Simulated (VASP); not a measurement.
# Zr (P6_3/mmc) in VASP: a series of runs, part 2 of 2

VASP 6.6.1. The steps go on from the part before.

## Step 4: Single point, PBE

This run uses another cell than the first one, of 23.39 Å³/atom.

Contents of INCAR:

```
SYSTEM = Zr
PREC = Accurate
ENCUT = 520
EDIFF = 1E-6
ISMEAR = -1
SIGMA = 0.05
LREAL = .FALSE.
LASPH = .TRUE.
NELM = 80
ALGO = Normal
ISIF = 2
LWAVE = .FALSE.
LCHARG = .FALSE.
GGA = PE
NBANDS = 19
```

Contents of KPOINTS:

```
regular mesh
0
G
  15 15 8
  0 0 0
```

Contents of POSCAR:

```
Zr
1.0
    3.2314740222      0.0000000000      0.0000000000
   -1.6157370111      2.7985385949      0.0000000000
    0.0000000000      0.0000000000      5.1717654041
Zr
2
Direct
    0.3333333333      0.6666666667      0.2500000000
    0.6666666667      0.3333333333      0.7500000000
```

Command:

```console
$ cat potpaw_PBE.64/Zr_sv/POTCAR > POTCAR
$ mpirun -np 1 vasp_std > vasp.out
```

It took 26 s on 1 thread of Intel Xeon 6975P-C (Granite Rapids), shared host; peak memory 0.22 GiB.

Results (log left out):

```yaml
Free_energy: -17.0494 eV
Pressure: 0.0 GPa
Band_gap_on_the_k_mesh: zero (bands 12 and 13 overlap by 1.18 eV)
```

Levels at points of the mesh, in eV from the Fermi level:
```
           k point  band 9  band 10  band 11  band 12  band 13  band 14  band 15  band 16
(0.00, 0.00, 0.00)   -5.66    -3.03     0.86     0.86     0.96     1.10     1.54     1.54
(0.00, 0.00, 0.50)   -3.97    -3.97     0.01     0.01     0.77     0.77     0.77     0.77
```

## Step 5: Single point, PBE

This run uses another cell than the first one, of 23.39 Å³/atom.

Contents of INCAR:

```
  ALGO = Normal
  EDIFF = 1E-7
  ENCUT = 520
  GGA = PE
  ISIF = 2
  ISMEAR = -1
  LASPH = T
  LCHARG = F
  LREAL = F
  LWAVE = F
  NBANDS = 19
  NELM = 80
  PREC = Accurate
  SIGMA = 0.05
```

Contents of KPOINTS:

```
k-points
0
Gamma
  15 15 8
```

POSCAR is that of step 4.

Potentials or basis: VASP PAW PBE potentials, release 64 (Zr_sv).

Command:

```console
$ cat potpaw_PBE.64/Zr_sv/POTCAR > POTCAR
$ mpirun -np 1 vasp_std > vasp.out
```

OUTCAR:

```text
EDIFF = 1E-7
   ENCUT = 520
   GGA = PE
   ISIF = 2
   ISMEAR = -1
   LASPH = T
   LREAL = F
   NELM = 80
   PREC = Accurate

 ion  position               nearest neighbor table
   1  0.333  0.667  0.250-   2 3.19   2 3.19   2 3.19   2 3.19   2 3.19   2 3.19
   2  0.667  0.333  0.750-   1 3.19   1 3.19   1 3.19   1 3.19   1 3.19   1 3.19

  LATTYP: Found a hexagonal cell.
 ALAT       =     3.2314740222
 C/A-ratio  =     1.6004353953

[... 714 lines left out ...]
     19      15.3242      0.00000

 [... further k-points ...]

------------------------ aborting loop because EDIFF is reached ----------------------------------------

  FORCE on cell =-STRESS in cart. coord.  units (eV):
  Direction    XX          YY          ZZ          XY          YZ          ZX
  --------------------------------------------------------------------------------------
  -------------------------------------------------------------------------------------
  Total        0.0045627      0.0045627      0.0016260      0.0000000      0.0000000      0.0000000
  in kB        0.1563021      0.1563021      0.0556991      0.0000000      0.0000000      0.0000000
  external PRESSURE =       0.1227678 kB  Pullay stress =       0.0000000 kB

 VOLUME and BASIS-vectors are now :
 -----------------------------------------------------------------------------
  energy-cutoff  :      520.00
  volume of cell :       46.77
      direct lattice vectors                 reciprocal lattice vectors
     3.231474022  0.000000000  0.000000000     0.309456302  0.178664679  0.000000000
    -1.615737011  2.798538595  0.000000000     0.000000000  0.357329358  0.000000000
     0.000000000  0.000000000  5.171765404     0.000000000  0.000000000  0.193357572

 POSITION                                       TOTAL-FORCE (eV/Angst)
 -----------------------------------------------------------------------------------
     -0.00000      1.86569      1.29294         0.000000     -0.000000      0.000000
      1.61574      0.93285      3.87882        -0.000000      0.000000      0.000000
 -----------------------------------------------------------------------------------
    total drift:                                0.000000     -0.000000      0.000000

  FREE ENERGIE OF THE ION-ELECTRON SYSTEM (eV)
  ---------------------------------------------------
  free  energy   TOTEN  =       -17.0493707413 eV

  energy  without entropy=      -17.0325160365  energy(sigma->0) =      -17.04094339
```

Run time: 28 s. Hardware: 1 thread of Intel Xeon 6975P-C (Granite Rapids), shared host; peak memory 0.22 GiB.

Results:

```
Free energy            : -17.0494 eV
Pressure               : 0.0 GPa
Band gap on the k mesh : zero (bands 12 and 13 overlap by 1.18 eV)
```

Levels at points of the mesh, in eV from the Fermi level:
| k point | band 8 | band 9 | band 10 | band 11 | band 12 | band 13 | band 14 | band 15 | band 16 | band 17 |
| --- | --- | --- | --- | --- | --- | --- | --- | --- | --- | --- |
| (0.00, 0.00, 0.00) | -26.37 | -5.66 | -3.03 | 0.86 | 0.86 | 0.96 | 1.10 | 1.54 | 1.54 | 2.15 |
| (0.00, 0.00, 0.50) | -26.44 | -3.97 | -3.97 | 0.01 | 0.01 | 0.77 | 0.77 | 0.77 | 0.77 | 3.91 |

## Step 6: Overview

```csv
cell,gap on the mesh (eV),pressure (GPa)
"a = 3.018, b = 3.018, c = 4.980 Å, angles 90.0, 90.0, 120.0°, 2 atoms",none,21.1
"a = 3.132, b = 3.132, c = 5.065 Å, angles 90.0, 90.0, 120.0°, 2 atoms",none,8.9
"a = 3.231, b = 3.231, c = 5.172 Å, angles 90.0, 90.0, 120.0°, 2 atoms",none,0.0
```

Alike in all rows: task single point; level PBE; potentials or basis VASP PAW PBE potentials, release 64 (Zr_sv); no spin polarisation; k mesh 15 × 15 × 8; cutoff (eV) 520; smearing fermi-dirac 0.05 eV.

Caveats: the cell stands under pressure (at least some runs).

Total energies depend on the potentials used, so only differences within one code and one set of settings carry meaning.
